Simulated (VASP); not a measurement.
# MoS2 (P-3m1) in VASP: a series of runs

Aim: see how the results for MoS2 move with the level of theory and the settings. Levels: BLYP+D4, RPBE, LDA+U, r2SCAN+U. Tasks: single point.

All numbers are computed with VASP 6.6.1; they aren't measurements. Logs are shortened: lines on timing, memory, paths and dates and some standing lists are left out, and cuts for length are marked.

## (1) The cell of the first run

The structure is trigonal, space group P-3m1 (No. 164). The conventional cell has a = 3.270 Å, b = 3.270 Å, c = 6.396 Å, α = 90.00°, β = 90.00°, γ = 120.00°. Within 3.2 Å of Mo (site symmetry -3m) lie 6 S at 2.45 Å. S (site symmetry 3m) has 3 Mo at 2.45 Å within 3.2 Å.

## (2) Single point, BLYP+D4

Input file INCAR:

```
AGGAC    = 1.0          
AGGAX    = 1.0          
ALDAC    = 0.0          
ALDAX    = 1.0          
ALGO     = Normal         # electronic algorithm
EDIFF    = 1E-6           # SCF threshold, eV
ENCUT    = 520            # plane-wave cutoff, eV
GGA      = B5             # functional
ISIF     = 2              # what is computed and relaxed
ISMEAR   = -1             # smearing method
IVDW     = 13             # dispersion correction
LASPH    = True           # aspherical terms in the spheres
LCHARG   = False          # write CHGCAR
LREAL    = False          # projectors in reciprocal space
LWAVE    = False          # write WAVECAR
NBANDS   = 20             # bands
NELM     = 60             # most SCF steps
PREC     = Accurate       # precision mode
SIGMA    = 0.05           # smearing width, eV
VDW_A1   = 0.44488865   
VDW_A2   = 4.0933009    
VDW_S6   = 1.0          
VDW_S8   = 2.34076671
```

Input file KPOINTS:

```
k-points
0
Gamma
  9 9 4
```

Input file POSCAR:

```
MoS2
1.0
    3.2699360711      0.0000000000      0.0000000000
   -1.6349680355      2.8318477062      0.0000000000
    0.0000000000      0.0000000000      6.3955418068
Mo S
1 2
Direct
    0.0000000000      0.0000000000      0.5000000000
    0.6666666667      0.3333333333      0.7446806800
    0.3333333333      0.6666666667      0.2553193200
```

Potentials or basis: VASP PAW PBE potentials, release 64 (Mo_sv, S).

Command:

```console
$ cat potpaw_PBE.64/Mo_sv/POTCAR potpaw_PBE.64/S/POTCAR > POTCAR
$ mpirun -np 1 vasp_std > vasp.out
```

OUTCAR:

```text
EDIFF = 1E-6
   ENCUT = 520
   GGA = B5
   ISIF = 2
   ISMEAR = -1
   IVDW = 13
   LASPH = True
   LREAL = False
   NELM = 60
   PREC = Accurate

 ion  position               nearest neighbor table
   1  0.000  0.000  0.500-   2 2.45   3 2.45   3 2.45   2 2.45   2 2.45   3 2.45
   2  0.667  0.333  0.745-   1 2.45   1 2.45   1 2.45
   3  0.333  0.667  0.255-   1 2.45   1 2.45   1 2.45

  LATTYP: Found a hexagonal cell.
 ALAT       =     3.2699360711
 C/A-ratio  =     1.9558614198

  Lattice vectors:

 A1 = (   3.2699360711,   0.0000000000,   0.0000000000)
 A2 = (  -1.6349680355,   2.8318477062,   0.0000000000)
 A3 = (   0.0000000000,   0.0000000000,   6.3955418068)

Analysis of symmetry for initial positions (statically):
=====================================================================
 Subroutine PRICEL returns:
 Original cell was already a primitive cell.

 Routine SETGRP: Setting up the symmetry group for a
 hexagonal supercell.

 Subroutine GETGRP returns: Found 12 space group operations
 (whereof 12 operations were pure point group operations)
 out of a pool of 24 trial point group operations.

The static configuration has the point symmetry D_3d.

Analysis of symmetry for dynamics (positions and initial velocities):
=====================================================================
 Subroutine PRICEL returns:
 Original cell was already a primitive cell.

 Routine SETGRP: Setting up the symmetry group for a
 hexagonal supercell.

 Subroutine GETGRP returns: Found 12 space group operations
 (whereof 12 operations were pure point group operations)
 out of a pool of 24 trial point group operations.

The dynamic configuration has the point symmetry D_3d.

 Subroutine INISYM returns: Found 12 space group operations
 (whereof 12 operations are pure point group operations),
 and found     1 'primitive' translations

----------------------------------------------------------------------------------------

                                     Primitive cell

  volume of cell :      59.2225

  direct lattice vectors                    reciprocal lattice vectors
     3.269936071  0.000000000  0.000000000     0.305816376  0.176563167  0.000000000
    -1.634968036  2.831847706  0.000000000     0.000000000  0.353126334  0.000000000
     0.000000000  0.000000000  6.395541807     0.000000000  0.000000000  0.156358918

  length of vectors
     3.269936071  3.269936071  6.395541807     0.353126334  0.353126334  0.156358918

  position of ions in fractional coordinates (direct lattice)
     0.000000000  0.000000000  0.500000000
[... 80 lines left out ...]
   EDIFF  = 0.1E-05   stopping-criterion for ELM
   LREAL  =      F    real-space projection
   EDIFFG = 0.1E-04   stopping-criterion for IOM
   NSW    =      0    number of steps for IOM
   IBRION =     -1    ionic relax: 0-MD 1-quasi-New 2-CG
   NFREE  =      0    steps in history (QN), initial steepest desc. (CG)
   ISIF   =      2    stress and relaxation
   ISYM   =      2    0-nonsym 1-usesym 2-fastsym
   POTIM  = 0.5000    time-step for ionic-motion
   TEBEG  =    0.0;   TEEND  =   0.0 temperature during run
   PSTRESS=    0.0 pullay stress
   NELECT =      26.0000    total number of electrons
   NUPDOWN=      -1.0000    fix difference up-down
   EMIN   =  10.00;   EMAX   =-10.00  energy-range for DOS
   EFERMI =   0.00;   METHOD = LEGACY
   ISMEAR =    -1;   SIGMA  =   0.05  broadening in eV -4-tet -1-fermi 0-gaus
   EFERMI_NEDOS =   21; number of points for ismear=-14 and -15
   IALGO  =     38    algorithm
   IMIX   =      4    mixing-type and parameters
     AMIX     =   0.40;   BMIX     =  1.00
     AMIX_MAG =   1.60;   BMIX_MAG =  1.00
  volume/ion in A,a.u.               =      19.74       133.22
  Fermi-wavevector in a.u.,A,eV,Ry     =   1.244239  2.351271 21.063594  1.548130
  Thomas-Fermi vector in A             =   2.378514
   LORBIT       =      0    0 simple, 1 ext, 2 COOP (PROOUT), +10 PAW based schemes
   GGA     = B5    functional components
   LHFCALC =     F    Hartree Fock is set to
   AEXX    =    0.0000 exact exchange contribution
   IVDW    =    13    specifies the selected vdW correction
   LEPSILON=     F    determine dielectric tensor
   LRPA    =     F    only Hartree local field effects (RPA)
 non-spin polarized calculation
  energy-cutoff  :      520.00
  volume of cell :       59.22
 maximum number of plane-waves:      1614
   NGX = 13   NGY = 13   NGZ = 23

 number of electron      26.0000002 magnetization

 Free energy of the ion-electron system (eV)
  ---------------------------------------------------
  ext. energy  EPLUGINS =         0.00000000
  ---------------------------------------------------
  free energy    TOTEN  =       -18.58502867 eV

  energy without entropy =      -18.57483479  energy(sigma->0) =      -18.57993173

 E-fermi :   6.8095     XC(G=0):  -9.7090

 val. band max:        6.8070343731   @ k =   0.3333   0.2222   0.0000
 cond. band min:       6.9616102214   @ k =   0.0000   0.1111   0.2500
 fundamental gap:      0.1545758483
 Fermi energy:         6.8094589321

 k-point     1 :       0.0000    0.0000    0.0000
  band No.  band energies     occupation
      1     -54.8220      2.00000
      2     -28.9531      2.00000
      3     -28.9531      2.00000
      4     -28.9328      2.00000
      5      -7.6933      2.00000
      6      -6.3999      2.00000
[... 541 lines left out ...]
     19      14.9690      0.00000
     20      15.4238      0.00000

 [... further k-points ...]

------------------------ aborting loop because EDIFF is reached ----------------------------------------

  DFT-D4 for vdW energy calculation

  Edisp (eV):   -2.23106

  FORCE on cell =-STRESS in cart. coord.  units (eV):
  Direction    XX          YY          ZZ          XY          YZ          ZX
  --------------------------------------------------------------------------------------
  -------------------------------------------------------------------------------------
  Total      -1.16363    -1.16363    -1.46343    -0.00000     0.00000    -0.00000
  in kB     -31.48019   -31.48019   -39.59092    -0.00000     0.00000    -0.00000
  external pressure =      -34.18 kB  Pullay stress =        0.00 kB

 VOLUME and BASIS-vectors are now :
 -----------------------------------------------------------------------------
  energy-cutoff  :      520.00
  volume of cell :       59.22
      direct lattice vectors                 reciprocal lattice vectors
     3.269936071  0.000000000  0.000000000     0.305816376  0.176563167  0.000000000
    -1.634968036  2.831847706  0.000000000     0.000000000  0.353126334  0.000000000
     0.000000000  0.000000000  6.395541807     0.000000000  0.000000000  0.156358918

 POSITION                                       TOTAL-FORCE (eV/Angst)
 -----------------------------------------------------------------------------------
      0.00000      0.00000      3.19777        -0.000000      0.000000      0.000000
      1.63497      0.94395      4.76264         0.000000      0.000000      0.027282
     -0.00000      1.88790      1.63291        -0.000000      0.000000     -0.027282
 -----------------------------------------------------------------------------------
    total drift:                                0.000000     -0.000000      0.000000

  FREE ENERGIE OF THE ION-ELECTRON SYSTEM (eV)
  ---------------------------------------------------
  free  energy   TOTEN  =       -20.8160917599 eV

  energy  without entropy=      -20.8058978844  energy(sigma->0) =      -20.81099482
```

OSZICAR:

```text
N       E                     dE             d eps       ncg     rms          rms(c)
DAV:   1     0.194900657527E+03    0.19490E+03   -0.14961E+04  1848   0.121E+03
DAV:   2    -0.130060993024E+02   -0.20791E+03   -0.20337E+03  2168   0.313E+02
DAV:   3    -0.204430333893E+02   -0.74369E+01   -0.73668E+01  2116   0.560E+01
DAV:   4    -0.205394187667E+02   -0.96385E-01   -0.96195E-01  2100   0.674E+00
DAV:   5    -0.205411271487E+02   -0.17084E-02   -0.17082E-02  2164   0.859E-01    0.199E+01
DAV:   6    -0.194230939275E+02    0.11180E+01   -0.21998E+01  1788   0.233E+01    0.965E+00
DAV:   7    -0.187103081804E+02    0.71279E+00   -0.88672E+00  1776   0.149E+01    0.539E+00
DAV:   8    -0.185850589438E+02    0.12525E+00   -0.81366E-01  1948   0.473E+00    0.203E+00
DAV:   9    -0.185879225492E+02   -0.28636E-02   -0.35281E-02  1992   0.114E+00    0.690E-01
DAV:  10    -0.185854830260E+02    0.24395E-02   -0.31046E-02  1912   0.963E-01    0.302E-01
DAV:  11    -0.185851421437E+02    0.34088E-03   -0.15076E-03  1948   0.243E-01    0.110E-01
DAV:  12    -0.185850359961E+02    0.10615E-03   -0.31974E-04  1968   0.981E-02    0.784E-02
DAV:  13    -0.185850288056E+02    0.71905E-05   -0.73745E-05  1968   0.506E-02    0.236E-02
DAV:  14    -0.185850286656E+02    0.14007E-06   -0.37451E-06  1976   0.124E-02
   1 F= -.20816092E+02 E0= -.20810995E+02  d E =-.101939E-01
```

Wall time 44 s (1 thread of Intel Xeon 6975P-C (Granite Rapids), shared host); peak memory 0.19 GiB.

Results:

| Property | Result |
| --- | --- |
| Free energy | -20.8161 eV |
| Pressure | -3.4 GPa |
| Largest force | 0.027 eV/Å |
| Band gap on the k mesh | zero (band 13 reaches 7.42 eV, above the bottom of band 14 at 6.38 eV) |
| Dispersion energy per atom | -0.744 eV |

Forces in eV/Å, atoms in the order of the input:
```
Mo   0.000  0.000  0.000
S    0.000  0.000  0.027
S    0.000  0.000 -0.027
```

Stress tensor (GPa, compression positive):
```
-3.15  0.00  0.00
 0.00 -3.15  0.00
 0.00  0.00 -3.96
```

Levels at points of the mesh, in eV from the Fermi level:
| k point | band 10 | band 11 | band 12 | band 13 | band 14 | band 15 | band 16 | band 17 |
| --- | --- | --- | --- | --- | --- | --- | --- | --- |
| (0.00, 0.00, 0.00) | -1.78 | -0.94 | -0.88 | -0.88 | -0.36 | -0.36 | 3.01 | 3.01 |
| (0.00, 0.00, 0.50) | -3.40 | -0.88 | -0.88 | -0.43 | -0.43 | -0.08 | 3.15 | 3.15 |

Caveat: the PAW data sets were made with another functional, which shifts forces and pressure a little.

## (3) Single point, RPBE

This run uses another cell than the first one, of 20.12 Å³/atom, 1.019 times its volume.

Input file INCAR:

```
SYSTEM = MoS2
ALGO = Normal
EDIFF = 1E-6
ENCUT = 520
GGA = RP
ISIF = 2
ISMEAR = -1
LASPH = .TRUE.
LCHARG = .FALSE.
LREAL = .FALSE.
LWAVE = .FALSE.
NBANDS = 20
NELM = 100
PREC = Accurate
SIGMA = 0.05
```

Input file KPOINTS:

```
k-points
0
G
  9 9 4
  0 0 0
```

Input file POSCAR:

```
MoS2
1.0
    3.2907642509      0.0000000000      0.0000000000
   -1.6453821255      2.8498854391      0.0000000000
    0.0000000000      0.0000000000      6.4362788402
Mo S
1 2
Direct
    0.0000000000      0.0000000000      0.5000000000
    0.6666666667      0.3333333333      0.7446806800
    0.3333333333      0.6666666667      0.2553193200
```

Potentials or basis: VASP PAW PBE potentials, release 64 (Mo_sv, S).

Command:

```console
$ cat potpaw_PBE.64/Mo_sv/POTCAR potpaw_PBE.64/S/POTCAR > POTCAR
$ mpirun -np 1 vasp_std > vasp.out
```

Run time: 34 s. Hardware: 1 thread of Intel Xeon 6975P-C (Granite Rapids), shared host; peak memory 0.19 GiB.

It converged, with:

| Property | Result |
| --- | --- |
| Free energy | -19.7454 eV |
| Pressure | -3.6 GPa |
| Largest force | 0.510 eV/Å |
| Band gap on the k mesh | zero (band 13 reaches 6.89 eV, above the bottom of band 14 at 5.85 eV) |

Forces on the atoms (eV/Å):
```
Mo   0.000  0.000  0.000
S    0.000  0.000 -0.510
S    0.000  0.000  0.510
```

Stress tensor (GPa, compression positive):
```
-4.17  0.00  0.00
 0.00 -4.17  0.00
 0.00  0.00 -2.35
```

Levels at points of the mesh, in eV from the Fermi level:
```csv
k point,band 9,band 10,band 11,band 12,band 13,band 14,band 15,band 16,band 17,band 18
"(0.00, 0.00, 0.00)",-3.78,-1.79,-0.90,-0.85,-0.85,-0.38,-0.38,2.95,2.95,5.92
"(0.00, 0.00, 0.50)",-3.77,-3.31,-0.85,-0.85,-0.44,-0.44,-0.12,3.08,3.08,6.13
```

Caveat: the PAW data sets were made with another functional, which shifts forces and pressure a little; this functional lacks dispersion, which binds the layers, so the pressure and a relaxed spacing across them are unreliable.

## (4) Single point, BLYP+D4

This run uses another cell than the first one, of 20.12 Å³/atom, 1.019 times its volume.

Input file INCAR:

```
SYSTEM = MoS2
PREC = Accurate
ENCUT = 520
EDIFF = 1E-6
ISMEAR = -1
SIGMA = 0.05
LREAL = .False.
LASPH = .True.
NELM = 100
ALGO = Normal
ISIF = 2
LWAVE = .False.
LCHARG = .True.
GGA = B5
ALDAX = 1.0
AGGAX = 1.0
AGGAC = 1.0
ALDAC = 0.0
IVDW = 13
VDW_S6 = 1.0
VDW_S8 = 2.34076671
VDW_A1 = 0.44488865
VDW_A2 = 4.0933009
LELF = .True.
LVHAR = .True.
NBANDS = 20
```

Input file KPOINTS:

```
regular mesh
0
Gamma
  9 9 4
  0 0 0
```

POSCAR is that of step 3.

Command:

```console
$ cat potpaw_PBE.64/Mo_sv/POTCAR potpaw_PBE.64/S/POTCAR > POTCAR
$ mpirun -np 1 vasp_std > vasp.out
```

It took 46 s on 1 thread of Intel Xeon 6975P-C (Granite Rapids), shared host; peak memory 0.19 GiB.

The run converged. Its results:

```yaml
Free_energy: -20.7851 eV
Pressure: -5.5 GPa
Largest_force: 0.242 eV/Å
Band_gap_on_the_k_mesh: zero (band 13 reaches 7.17 eV, above the bottom of band 14 at 6.14 eV)
Dispersion_energy_per_atom: -0.730 eV
```

Forces on the atoms (eV/Å):
```
Mo   0.000  0.000  0.000
S    0.000  0.000 -0.242
S    0.000  0.000  0.242
```

Stress tensor (GPa, compression positive):
```
-5.12  0.00  0.00
 0.00 -5.12  0.00
 0.00  0.00 -6.14
```

Levels at points of the mesh, in eV from the Fermi level:
```
           k point  band 10  band 11  band 12  band 13  band 14  band 15  band 16  band 17
(0.00, 0.00, 0.00)    -1.75    -0.89    -0.85    -0.85    -0.37    -0.37     2.94     2.94
(0.00, 0.00, 0.50)    -3.33    -0.85    -0.85    -0.43    -0.43    -0.09     3.07     3.07
```

Caveat: the PAW data sets were made with another functional, which shifts forces and pressure a little.

[end of part 1 of 2]
